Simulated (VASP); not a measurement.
Here is a VASP 6.6.1 calculation.

Contents of INCAR:

```
SYSTEM = MgO
  ALGO = Normal
  EDIFF = 1E-6
  ENCUT = 520
  GGA = PE
  ISIF = 2
  ISMEAR = -1
  LASPH = .TRUE.
  LCHARG = .FALSE.
  LREAL = .FALSE.
  LWAVE = .FALSE.
  NBANDS = 11
  NELM = 60
  PREC = Accurate
  SIGMA = 0.08
```

KPOINTS

```
k-points
0
G
  15 15 15
  0 0 0
```

The input POSCAR:

```
MgO
1.0
    2.4377775591      0.0000000000      0.0000000000
    0.0000000000      2.4377775591      0.0000000000
    0.0000000000      0.0000000000      2.4377775591
Mg O
1 1
Direct
    0.0000000000      0.0000000000      0.0000000000
    0.5000000000      0.5000000000      0.5000000000
```

Potentials or basis: VASP PAW PBE potentials, release 64 (Mg, O).

Command:

```console
$ cat potpaw_PBE.64/Mg/POTCAR potpaw_PBE.64/O/POTCAR > POTCAR
$ mpirun -np 1 vasp_std > vasp.out
```

Problem. Estimate the pressure.

Solution. 61.3 GPa.

Problem. What does it give for the band gap on the k mesh?

Solution. 5.06 eV, indirect (least direct gap 5.97 eV).

A k mesh can miss the band edges. PBE gaps usually lie below the measured ones, often by a third to a half.
